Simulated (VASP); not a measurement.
# SnTe (F-43m) in VASP: further runs

Runs on SnTe. Level: r2SCAN. Tasks: single point.

All numbers are computed with VASP 6.6.1; they aren't measurements. Logs are shortened: lines on timing, memory, paths and dates and some standing lists are left out, and cuts for length are marked.

## Step 1: The cell of the first run

It takes space group F-43m (No. 216, cubic). The conventional cell has a = 7.246 Å, b = 7.246 Å, c = 7.246 Å, α = 90.00°, β = 90.00°, γ = 90.00°. Within 4.1 Å of Sn (site symmetry -43m) lie 4 Te at 3.14 Å. Within 4.1 Å of Te (site symmetry -43m) lie 4 Sn at 3.14 Å.

## Step 2: Single point, r2SCAN

File POSCAR:

```
SnTe
1.0
    0.0000000000      3.6231432509      3.6231432509
    3.6231432509      0.0000000000      3.6231432509
    3.6231432509      3.6231432509      0.0000000000
Sn Te
1 1
Direct
    0.0000000000      0.0000000000      0.0000000000
    0.7500000000      0.7500000000      0.7500000000
```

File INCAR.step1:

```
PREC = Accurate ; ENCUT = 520
ISMEAR = 0 ; SIGMA = 0.01
LREAL = False ; LASPH = True
NELM = 60 ; NBANDS = 17
GGA = PE ; ALGO = Normal
EDIFF = 1E-4 ; LWAVE = True
LCHARG = False
```

File INCAR.step2:

```
PREC = Accurate ; ENCUT = 520
EDIFF = 1E-6 ; ISMEAR = 0
SIGMA = 0.01 ; LREAL = False
LASPH = True ; NELM = 60
ALGO = Normal ; ISIF = 2
LWAVE = False ; LCHARG = False
METAGGA = R2SCAN ; LMIXTAU = True
NBANDS = 17 ; ISTART = 1
```

File KPOINTS:

```
Automatic mesh
0
Gamma
  6 6 6
```

Potentials or basis: VASP PAW PBE potentials, release 64 (Sn_d, Te).

Launch:

```
$ cat potpaw_PBE.64/Sn_d/POTCAR potpaw_PBE.64/Te/POTCAR > POTCAR
$ cp INCAR.step1 INCAR
$ mpirun -np 1 vasp_std > vasp.out
$ cp INCAR.step2 INCAR
$ mpirun -np 1 vasp_std > vasp.out
```

OUTCAR:

```text
PREC = Accurate
   ENCUT = 520
   EDIFF = 1E-6
   ISMEAR = 0
   LREAL = False
   LASPH = True
   NELM = 60
   ISIF = 2
   METAGGA = R2SCAN
   ISTART = 1

 ion  position               nearest neighbor table
   1  0.000  0.000  0.000-   2 3.14   2 3.14   2 3.14   2 3.14
   2  0.750  0.750  0.750-   1 3.14   1 3.14   1 3.14   1 3.14

  LATTYP: Found a face centered cubic cell.
 ALAT       =     7.2462865018

  Lattice vectors:

 A1 = (   0.0000000000,   3.6231432509,   3.6231432509)
 A2 = (   3.6231432509,   0.0000000000,   3.6231432509)
 A3 = (   3.6231432509,   3.6231432509,   0.0000000000)

Analysis of symmetry for initial positions (statically):
=====================================================================
 Subroutine PRICEL returns:
 Original cell was already a primitive cell.

 Routine SETGRP: Setting up the symmetry group for a
 face centered cubic supercell.

 Subroutine GETGRP returns: Found 24 space group operations
 (whereof 24 operations were pure point group operations)
 out of a pool of 48 trial point group operations.

The static configuration has the point symmetry T_d .

Analysis of symmetry for dynamics (positions and initial velocities):
=====================================================================
 Subroutine PRICEL returns:
 Original cell was already a primitive cell.

 Routine SETGRP: Setting up the symmetry group for a
 face centered cubic supercell.

 Subroutine GETGRP returns: Found 24 space group operations
 (whereof 24 operations were pure point group operations)
 out of a pool of 48 trial point group operations.

The dynamic configuration has the point symmetry T_d .

 Subroutine INISYM returns: Found 24 space group operations
 (whereof 24 operations are pure point group operations),
 and found     1 'primitive' translations

----------------------------------------------------------------------------------------

                                     Primitive cell

  volume of cell :      95.1232

  direct lattice vectors                    reciprocal lattice vectors
     0.000000000  3.623143251  3.623143251    -0.138001720  0.138001720  0.138001720
     3.623143251  0.000000000  3.623143251     0.138001720 -0.138001720  0.138001720
     3.623143251  3.623143251  0.000000000     0.138001720  0.138001720 -0.138001720

  length of vectors
     5.123898324  5.123898324  5.123898324     0.239025990  0.239025990  0.239025990

  position of ions in fractional coordinates (direct lattice)
     0.000000000  0.000000000  0.000000000
     0.750000000  0.750000000  0.750000000

  ion indices of the primitive-cell ions
   primitive index   ion index
                 1           1
                 2           2

----------------------------------------------------------------------------------------

 KPOINTS: Automatic mesh

Automatic generation of k-mesh.
 Grid dimensions read from file:
 generate k-points for:    6    6    6

 Generating k-lattice:

  Cartesian coordinates                     Fractional coordinates (reciprocal lattice)
    -0.023000287  0.023000287  0.023000287     0.166666667  0.000000000  0.000000000
     0.023000287 -0.023000287  0.023000287     0.000000000  0.166666667  0.000000000
     0.023000287  0.023000287 -0.023000287     0.000000000  0.000000000  0.166666667

  Length of vectors
     0.039837665  0.039837665  0.039837665

  Shift w.r.t. Gamma in fractional coordinates (k-lattice)
     0.000000000  0.000000000  0.000000000

 Subroutine IBZKPT returns following result:
 ===========================================

 Found     16 irreducible k-points:

 Following reciprocal coordinates:
            Coordinates               Weight
  0.000000  0.000000  0.000000      1.000000
  0.166667  0.000000  0.000000      8.000000
  0.333333  0.000000  0.000000      8.000000
  0.500000  0.000000  0.000000      4.000000
  0.166667  0.166667  0.000000      6.000000
  0.333333  0.166667  0.000000     24.000000
[... 8 lines left out ...]
 -0.333333  0.333333  0.166667     24.000000
 -0.333333  0.500000  0.166667     12.000000
   k-points           NKPTS =     16   k-points in BZ     NKDIM =     16   number of bands    NBANDS=     17
   number of dos      NEDOS =    301   number of ions     NIONS =      2
   total plane-waves  NPLWV =  64000
   dimension x,y,z NGX =    40 NGY =   40 NGZ =   40
   dimension x,y,z NGXF=    80 NGYF=   80 NGZF=   80
   ions per type =               1   1
   NGX,Y,Z   is equivalent  to a cutoff of  12.98, 12.98, 12.98 a.u.
   NGXF,Y,Z  is equivalent  to a cutoff of  25.96, 25.96, 25.96 a.u.
 SYSTEM =  unknown system
   PREC   = accura    normal or accurate (medium, high low for compatibility)
   ISTART =      1    job   : 0-new  1-cont  2-samecut
   ICHARG =      0    charge: 1-file 2-atom 10-const
   ISPIN  =      1    spin polarized calculation?
   LNONCOLLINEAR =      F non collinear calculations
   LSORBIT =      F    spin-orbit coupling
   LASPH  =      T    aspherical Exc in radial PAW
   ENCUT  =  520.0 eV  38.22 Ry    6.18 a.u.   9.53  9.53  9.53*2*pi/ulx,y,z
   NELM   =     60;   NELMIN=  2; NELMDL=  0     # of ELM steps
   EDIFF  = 0.1E-05   stopping-criterion for ELM
   LREAL  =      F    real-space projection
[... 7 lines left out ...]
   TEBEG  =    0.0;   TEEND  =   0.0 temperature during run
   PSTRESS=    0.0 pullay stress
   NELECT =      20.0000    total number of electrons
   NUPDOWN=      -1.0000    fix difference up-down
   EMIN   =  10.00;   EMAX   =-10.00  energy-range for DOS
   EFERMI =   0.00;   METHOD = LEGACY
   ISMEAR =     0;   SIGMA  =   0.01  broadening in eV -4-tet -1-fermi 0-gaus
   EFERMI_NEDOS =   21; number of points for ismear=-14 and -15
   IALGO  =     38    algorithm
   IMIX   =      4    mixing-type and parameters
     AMIX     =   0.40;   BMIX     =  1.00
     AMIX_MAG =   1.60;   BMIX_MAG =  1.00
  volume/ion in A,a.u.               =      47.56       320.96
  Fermi-wavevector in a.u.,A,eV,Ry     =   0.973470  1.839592 12.893482  0.947644
  Thomas-Fermi vector in A             =   2.103852
   LORBIT       =      0    0 simple, 1 ext, 2 COOP (PROOUT), +10 PAW based schemes
   METAGGA = R2SCAN    functional components
   LHFCALC =     F    Hartree Fock is set to
   AEXX    =    0.0000 exact exchange contribution
   IVDW    =     0    specifies the selected vdW correction
[... 42 lines left out ...]
      2     -19.5474      2.00000
      3     -19.5474      2.00000
      4     -19.5354      2.00000
      5     -19.5354      2.00000
      6      -8.8826      2.00000
[... 9 lines left out ...]
     16       9.2499      0.00000
     17      10.3732      0.00000

 k-point     3 :       0.3333    0.0000    0.0000
  band No.  band energies     occupation
      1     -19.5488      2.00000
      2     -19.5467      2.00000
      3     -19.5466      2.00000
      4     -19.5353      2.00000
      5     -19.5353      2.00000
      6      -8.6005      2.00000
[... 9 lines left out ...]
     16       9.3875      0.00000
     17      10.5601      0.00000

 k-point     4 :       0.5000    0.0000    0.0000
  band No.  band energies     occupation
      1     -19.5492      2.00000
      2     -19.5463      2.00000
      3     -19.5463      2.00000
      4     -19.5353      2.00000
      5     -19.5353      2.00000
      6      -8.4313      2.00000
[... 9 lines left out ...]
     16      10.2410      0.00000
     17      10.2410      0.00000

 k-point     5 :       0.1667    0.1667    0.0000
  band No.  band energies     occupation
      1     -19.5487      2.00000
      2     -19.5470      2.00000
      3     -19.5470      2.00000
      4     -19.5356      2.00000
      5     -19.5353      2.00000
      6      -8.8408      2.00000
[... 9 lines left out ...]
     16      10.0738      0.00000
     17      11.5194      0.00000

 k-point     6 :       0.3333    0.1667    0.0000
  band No.  band energies     occupation
      1     -19.5494      2.00000
      2     -19.5464      2.00000
      3     -19.5463      2.00000
      4     -19.5357      2.00000
      5     -19.5351      2.00000
      6      -8.6055      2.00000
[... 9 lines left out ...]
     16      10.1870      0.00000
     17      11.2534      0.00000

 k-point     7 :       0.5000    0.1667    0.0000
  band No.  band energies     occupation
      1     -19.5496      2.00000
      2     -19.5461      2.00000
      3     -19.5459      2.00000
      4     -19.5355      2.00000
      5     -19.5351      2.00000
      6      -8.3787      2.00000
[... 9 lines left out ...]
     16      10.3439      0.00000
     17      10.5496      0.00000

 k-point     8 :      -0.3333    0.1667    0.0000
  band No.  band energies     occupation
      1     -19.5493      2.00000
      2     -19.5463      2.00000
      3     -19.5462      2.00000
      4     -19.5353      2.00000
      5     -19.5353      2.00000
      6      -8.4386      2.00000
[... 9 lines left out ...]
     16       9.8972      0.00000
     17      10.9433      0.00000

 k-point     9 :      -0.1667    0.1667    0.0000
  band No.  band energies     occupation
      1     -19.5487      2.00000
      2     -19.5470      2.00000
      3     -19.5466      2.00000
      4     -19.5355      2.00000
      5     -19.5353      2.00000
      6      -8.7033      2.00000
[... 9 lines left out ...]
     16       9.3189      0.00000
     17      11.3494      0.00000

 k-point    10 :       0.3333    0.3333    0.0000
  band No.  band energies     occupation
      1     -19.5505      2.00000
      2     -19.5455      2.00000
      3     -19.5455      2.00000
      4     -19.5360      2.00000
      5     -19.5348      2.00000
      6      -8.4477      2.00000
[... 9 lines left out ...]
     16      10.9014      0.00000
     17      12.7955      0.00000

 k-point    11 :       0.5000    0.3333    0.0000
  band No.  band energies     occupation
      1     -19.5508      2.00000
      2     -19.5452      2.00000
      3     -19.5451      2.00000
      4     -19.5360      2.00000
      5     -19.5348      2.00000
      6      -8.2620      2.00000
[... 9 lines left out ...]
     16      10.7734      0.00000
     17      12.1220      0.00000

 k-point    12 :      -0.3333    0.3333    0.0000
  band No.  band energies     occupation
      1     -19.5501      2.00000
      2     -19.5456      2.00000
      3     -19.5455      2.00000
      4     -19.5357      2.00000
      5     -19.5351      2.00000
      6      -8.2581      2.00000
[... 9 lines left out ...]
     16      10.5498      0.00000
     17      12.3276      0.00000

 k-point    13 :       0.5000    0.5000    0.0000
  band No.  band energies     occupation
      1     -19.5515      2.00000
      2     -19.5447      2.00000
      3     -19.5447      2.00000
      4     -19.5362      2.00000
      5     -19.5345      2.00000
      6      -8.1965      2.00000
[... 9 lines left out ...]
     16      11.5283      0.00000
     17      11.5283      0.00000

 k-point    14 :       0.5000    0.3333    0.1667
  band No.  band energies     occupation
      1     -19.5499      2.00000
      2     -19.5460      2.00000
      3     -19.5455      2.00000
      4     -19.5357      2.00000
      5     -19.5350      2.00000
      6      -8.3850      2.00000
[... 9 lines left out ...]
     16      10.6621      0.00000
     17      11.7437      0.00000

 k-point    15 :      -0.3333    0.3333    0.1667
  band No.  band energies     occupation
      1     -19.5500      2.00000
      2     -19.5460      2.00000
      3     -19.5452      2.00000
      4     -19.5357      2.00000
      5     -19.5351      2.00000
      6      -8.2581      2.00000
[... 9 lines left out ...]
     16      10.4951      0.00000
     17      11.5423      0.00000

 k-point    16 :      -0.3333    0.5000    0.1667
  band No.  band energies     occupation
      1     -19.5507      2.00000
      2     -19.5456      2.00000
      3     -19.5448      2.00000
      4     -19.5359      2.00000
      5     -19.5348      2.00000
      6      -8.1942      2.00000
[... 9 lines left out ...]
     16      11.2293      0.00000
     17      11.3413      0.00000

------------------------ aborting loop because EDIFF is reached ----------------------------------------

  FORCE on cell =-STRESS in cart. coord.  units (eV):
  Direction    XX          YY          ZZ          XY          YZ          ZX
  --------------------------------------------------------------------------------------
  -------------------------------------------------------------------------------------
  Total       -0.4896463     -0.4896463     -0.4896463     -0.0000000      0.0000000      0.0000000
  in kB       -8.2471998     -8.2471998     -8.2471998     -0.0000000      0.0000000      0.0000000
  external PRESSURE =      -8.2471998 kB  Pullay stress =       0.0000000 kB

 VOLUME and BASIS-vectors are now :
 -----------------------------------------------------------------------------
  energy-cutoff  :      520.00
  volume of cell :       95.12
      direct lattice vectors                 reciprocal lattice vectors
     0.000000000  3.623143251  3.623143251    -0.138001720  0.138001720  0.138001720
     3.623143251  0.000000000  3.623143251     0.138001720 -0.138001720  0.138001720
     3.623143251  3.623143251  0.000000000     0.138001720  0.138001720 -0.138001720

 POSITION                                       TOTAL-FORCE (eV/Angst)
 -----------------------------------------------------------------------------------
      0.00000      0.00000      0.00000        -0.000000     -0.000000     -0.000000
      5.43471      5.43471      5.43471         0.000000      0.000000      0.000000
 -----------------------------------------------------------------------------------
    total drift:                               -0.000002     -0.000002     -0.000002

  FREE ENERGIE OF THE ION-ELECTRON SYSTEM (eV)
  ---------------------------------------------------
  free  energy   TOTEN  =       -50.0597213642 eV

  energy  without entropy=      -50.0597213642  energy(sigma->0) =      -50.05972136
```

It took 80 s on 1 thread of Intel Xeon Platinum 8375C at 2.90GHz (Ice Lake), shared host; peak memory 0.27 GiB.

What came out:

```
Free energy            : -50.0597 eV
Pressure               : -0.8 GPa
Band gap on the k mesh : 0.38 eV, indirect (least direct gap 0.91 eV)
```

Levels at points of the mesh, in eV from the valence-band top:
| k point | band 7 | band 8 | band 9 | band 10 | band 11 | band 12 | band 13 | band 14 |
| --- | --- | --- | --- | --- | --- | --- | --- | --- |
| (0.00, 0.00, 0.00) | -5.07 | -1.92 | -1.92 | -1.92 | 1.27 | 1.27 | 1.27 | 4.46 |
| (0.50, 0.00, 0.00) | -7.07 | -2.46 | -2.46 | -1.91 | 2.10 | 2.10 | 3.76 | 6.06 |
| (0.50, 0.50, 0.00) | -7.46 | -3.13 | -3.13 | -0.53 | 0.38 | 4.26 | 4.26 | 5.87 |

Caveat: the PAW data sets were made with another functional, which shifts forces and pressure a little; spin-orbit coupling is left out, which moves the levels of the heavy elements. A k mesh can miss the band edges.

## Step 3: Single point, r2SCAN

This run uses another cell than the first one, of 48.97 Å³/atom, 1.030 times its volume.

File POSCAR:

```
SnTe
1.0
    0.0000000000      3.6586665285      3.6586665285
    3.6586665285      0.0000000000      3.6586665285
    3.6586665285      3.6586665285      0.0000000000
Sn Te
1 1
Direct
    0.0000000000      0.0000000000      0.0000000000
    0.7500000000      0.7500000000      0.7500000000
```

File INCAR.step1:

```
SYSTEM = SnTe
ALGO = Normal ; EDIFF = 1E-4
ENCUT = 520 ; GGA = PE
ISMEAR = 0 ; LASPH = .TRUE.
LCHARG = .FALSE. ; LREAL = .FALSE.
LWAVE = .TRUE. ; NBANDS = 17
NELM = 100 ; PREC = Accurate
SIGMA = 0.01
```

File INCAR.step2:

```
SYSTEM = SnTe
ALGO = Normal ; EDIFF = 1E-7
ENCUT = 520 ; ISIF = 2
ISMEAR = 0 ; ISTART = 1
LASPH = .TRUE. ; LCHARG = .TRUE.
LELF = .TRUE. ; LMIXTAU = .TRUE.
LREAL = .FALSE. ; LVHAR = .TRUE.
LWAVE = .FALSE. ; METAGGA = R2SCAN
NBANDS = 17 ; NELM = 100
PREC = Accurate ; SIGMA = 0.01
```

File KPOINTS:

```
k-points
0
G
  6 6 6
  0 0 0
```

Potentials or basis: VASP PAW PBE potentials, release 64 (Sn_d, Te).

Launch:

```
$ cat potpaw_PBE.64/Sn_d/POTCAR potpaw_PBE.64/Te/POTCAR > POTCAR
$ cp INCAR.step1 INCAR
$ mpirun -np 1 vasp_std > vasp.out
$ cp INCAR.step2 INCAR
$ mpirun -np 1 vasp_std > vasp.out
```

Run time: 1.7 min. Hardware: 1 thread of Intel Xeon Platinum 8375C at 2.90GHz (Ice Lake), shared host; peak memory 0.26 GiB.

The run converged. Its results:

| Property | Result |
| --- | --- |
| Free energy | -50.0399 eV |
| Pressure | -1.5 GPa |
| Band gap on the k mesh | 0.45 eV, indirect (least direct gap 0.94 eV) |

Levels at points of the mesh, in eV from the valence-band top:
| k point | band 7 | band 8 | band 9 | band 10 | band 11 | band 12 | band 13 | band 14 |
| --- | --- | --- | --- | --- | --- | --- | --- | --- |
| (0.00, 0.00, 0.00) | -5.13 | -1.83 | -1.83 | -1.83 | 1.31 | 1.31 | 1.31 | 4.48 |
| (0.50, 0.00, 0.00) | -6.97 | -2.35 | -2.35 | -1.85 | 2.13 | 2.13 | 3.66 | 6.08 |
| (0.50, 0.50, 0.00) | -7.35 | -2.99 | -2.99 | -0.49 | 0.45 | 4.17 | 4.17 | 5.85 |

Caveat: the PAW data sets were made with another functional, which shifts forces and pressure a little; spin-orbit coupling is left out, which moves the levels of the heavy elements. A k mesh can miss the band edges.

## Step 4: Single point, r2SCAN

This run uses another cell than the first one, of 50.39 Å³/atom, 1.059 times its volume.

File POSCAR:

```
SnTe
1.0
    0.0000000000      3.6935130688      3.6935130688
    3.6935130688      0.0000000000      3.6935130688
    3.6935130688      3.6935130688      0.0000000000
Sn Te
1 1
Direct
    0.0000000000      0.0000000000      0.0000000000
    0.7500000000      0.7500000000      0.7500000000
```

File INCAR.step1:

```
PREC = Accurate
ENCUT = 520
ISMEAR = 0
SIGMA = 0.01
LREAL = False
LASPH = True
NELM = 100
NBANDS = 17
GGA = PE
ALGO = Normal
EDIFF = 1E-4
LWAVE = True
LCHARG = False
```

File INCAR.step2:

```
PREC = Accurate
ENCUT = 520
EDIFF = 1E-6
ISMEAR = 0
SIGMA = 0.01
LREAL = False
LASPH = True
NELM = 100
ALGO = Normal
ISIF = 2
LWAVE = False
LCHARG = False
METAGGA = R2SCAN
LMIXTAU = True
NBANDS = 17
ISTART = 1
```

File KPOINTS:

```
regular mesh
0
Gamma
  6 6 6
```

Launch:

```
$ cat potpaw_PBE.64/Sn_d/POTCAR potpaw_PBE.64/Te/POTCAR > POTCAR
$ cp INCAR.step1 INCAR
$ mpirun -np 1 vasp_std > vasp.out
$ cp INCAR.step2 INCAR
$ mpirun -np 1 vasp_std > vasp.out
```

Wall time 73 s (1 thread of Intel Xeon Platinum 8375C at 2.90GHz (Ice Lake), shared host); peak memory 0.27 GiB.

The run converged. Its results:

```
Free energy            : -50.0094 eV
Pressure               : -2.0 GPa
Band gap on the k mesh : 0.51 eV, indirect (least direct gap 0.97 eV)
```

Levels at points of the mesh, in eV from the valence-band top:
| k point | band 8 | band 9 | band 10 | band 11 | band 12 | band 13 |
| --- | --- | --- | --- | --- | --- | --- |
| (0.00, 0.00, 0.00) | -1.73 | -1.73 | -1.73 | 1.35 | 1.35 | 1.35 |
| (0.50, 0.00, 0.00) | -2.24 | -2.24 | -1.79 | 2.15 | 2.15 | 3.57 |
| (0.50, 0.50, 0.00) | -2.85 | -2.85 | -0.46 | 0.51 | 4.08 | 4.08 |

Caveat: the PAW data sets were made with another functional, which shifts forces and pressure a little; spin-orbit coupling is left out, which moves the levels of the heavy elements.

## Step 5: Summary

| cell | gap on the mesh (eV) | pressure (GPa) |
| --- | --- | --- |
| a = 5.124 Å, angles 60.0°, 2 atoms | 0.38 | -0.8 |
| a = 5.174 Å, angles 60.0°, 2 atoms | 0.45 | -1.5 |
| a = 5.223 Å, angles 60.0°, 2 atoms | 0.51 | -2.0 |

Alike in all rows: task single point; level r2SCAN; potentials or basis VASP PAW PBE potentials, release 64 (Sn_d, Te); no spin polarisation; k mesh 6 × 6 × 6; cutoff (eV) 520; smearing gaussian 0.01 eV.

Caveats: the PAW data sets were made with another functional, which shifts forces and pressure a little; spin-orbit coupling is left out, which moves the levels of the heavy elements.

Total energies depend on the potentials used, so only differences within one code and one set of settings carry meaning.
